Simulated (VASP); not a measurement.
A run of VASP 6.6.1:

File INCAR:

```
  PREC = Accurate
  ENCUT = 520
  EDIFF = 1E-6
  ISMEAR = -1
  SIGMA = 0.05
  LREAL = False
  LASPH = True
  NELM = 150
  ALGO = Normal
  ISIF = 2
  LWAVE = False
  LCHARG = False
  ISPIN = 2
  MAGMOM = 4 0
  LORBIT = 11
  LMAXMIX = 4
  GGA = B5
  ALDAX = 1.0
  AGGAX = 1.0
  AGGAC = 1.0
  ALDAC = 0.0
  IVDW = 12
  VDW_S6 = 1.0
  VDW_S8 = 2.6996
  VDW_A1 = 0.4298
  VDW_A2 = 4.2359
  NBANDS = 20
```

File KPOINTS:

```
Automatic mesh
0
Gamma
  9 9 9
```

The input POSCAR:

```
MnS
1.0
    0.0000000000      2.5105175205      2.5105175205
    2.5105175205      0.0000000000      2.5105175205
    2.5105175205      2.5105175205      0.0000000000
Mn S
1 1
Direct
    0.0000000000      0.0000000000      0.0000000000
    0.5000000000      0.5000000000      0.5000000000
```

Potentials or basis: VASP PAW PBE potentials, release 64 (Mn_pv, S).

Command:

```bash
$ cat potpaw_PBE.64/Mn_pv/POTCAR potpaw_PBE.64/S/POTCAR > POTCAR
$ mpirun -np 1 vasp_std > vasp.out
```

Hardware: 1 thread of Intel(R) Xeon(R) Platinum 8259CL CPU @ 2.50GHz (Skylake/Cascade Lake), on a shared host.

**Question.** How long does it take, and how much memory?

**Answer.** Wall time 58 s on 1 thread of Intel(R) Xeon(R) Platinum 8259CL CPU @ 2.50GHz (Skylake/Cascade Lake) (shared host), peak memory 0.19 GiB. Counts: scf iterations 15, k points 35.
